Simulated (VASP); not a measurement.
Runs of VASP 6.6.1 on BAs. The structure is that of space group F-43m (No. 216), or close to it. The cells are those of the table. 

```csv
level,potentials or basis,cell,cutoff (eV),second run,gap on the mesh (eV),pressure (GPa)
LDA,"VASP PAW LDA potentials, release 64 (B, As_d)","a = 3.346 Å, angles 60.0°, 2 atoms",600,valence_matched,1.10,1.1
r2SCAN,"VASP PAW PBE potentials, release 64 (B, As)","a = 3.382 Å, angles 60.0°, 2 atoms",520,-,1.37,0.4
LDA,"VASP PAW LDA potentials, release 64 (B, As)","a = 3.346 Å, angles 60.0°, 2 atoms",520,-,1.10,1.0
PBE,"VASP PAW PBE potentials, release 64 (B, As)","a = 3.400 Å, angles 60.0°, 2 atoms",520,-,1.20,(a)
PBEsol,"VASP PAW PBE potentials, release 64 (B, As)","a = 3.371 Å, angles 60.0°, 2 atoms",520,-,1.07,(b)
```

Alike in all rows: task single point; no spin polarisation; k mesh 10 × 10 × 10; smearing fermi-dirac 0.02 eV.

Task: Fill in the values left out.

Result: (a) 0.6; (b) 0.9.

Caveats: the PAW data sets were made with another functional, which shifts forces and pressure a little (some runs).

A k mesh can miss the band edges, and the runs leave out spin-orbit coupling on As.

The runs don't all hold the same shells in valence.
